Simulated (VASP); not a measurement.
Set up this calculation in VASP 6.6.1, as the native input.

| Property | Result |
| --- | --- |
| Task | single point |
| Functional | PBE |
| Potentials or basis | VASP PAW PBE potentials, release 64 (Al, In_d, As) |
| Cutoff | 520 eV |
| k mesh | 12 × 12 × 4 |
| Occupations | gaussian, width 0.1 eV |
| Spin | no spin polarisation |
| Dipole correction | no |
| Further INCAR settings | ALGO = Normal; EDIFF = 1e-07; NBANDS = 31 |

The structure of AlIn2As3 lies in POSCAR:

```
AlIn2As3
1.0
    4.2628177081      0.0000000000      0.0000000000
   -2.1314088540      3.6917084269      0.0000000000
    0.0000000000      0.0000000000     10.4625209714
Al In As
1 2 3
Direct
    0.3333333333      0.6666666667      0.6665374195
    0.0000000000      0.0000000000      0.9943041414
    0.6666666667      0.3333333333      0.3404175736
    0.3333333333      0.6666666667      0.9029630292
    0.6666666667      0.3333333333      0.5969608707
    0.0000000000      0.0000000000      0.2488169655
```

One way to write it, as run:

INCAR

```
SYSTEM = AlIn2As3
PREC = Accurate ; ENCUT = 520
EDIFF = 1E-7 ; ISMEAR = 0
SIGMA = 0.1 ; LREAL = .False.
LASPH = .True. ; NELM = 60
ALGO = Normal ; ISIF = 2
LWAVE = .False. ; LCHARG = .True.
GGA = PE ; LELF = .True.
LVHAR = .True. ; NBANDS = 31
```

KPOINTS

```
Automatic mesh
0
Gamma
  12 12 4
  0 0 0
```

Potentials or basis: VASP PAW PBE potentials, release 64 (Al, In_d, As).

Launch:

```bash
$ cat potpaw_PBE.64/Al/POTCAR potpaw_PBE.64/In_d/POTCAR potpaw_PBE.64/As/POTCAR > POTCAR
$ mpirun -np 1 vasp_std > vasp.out
```

Results of the run:

- Pressure: 0.1 GPa
- Largest force: 0.007 eV/Å

Wall time 6.9 min on 1 thread of Intel Xeon 6975P-C (shared host), peak memory 0.49 GiB.
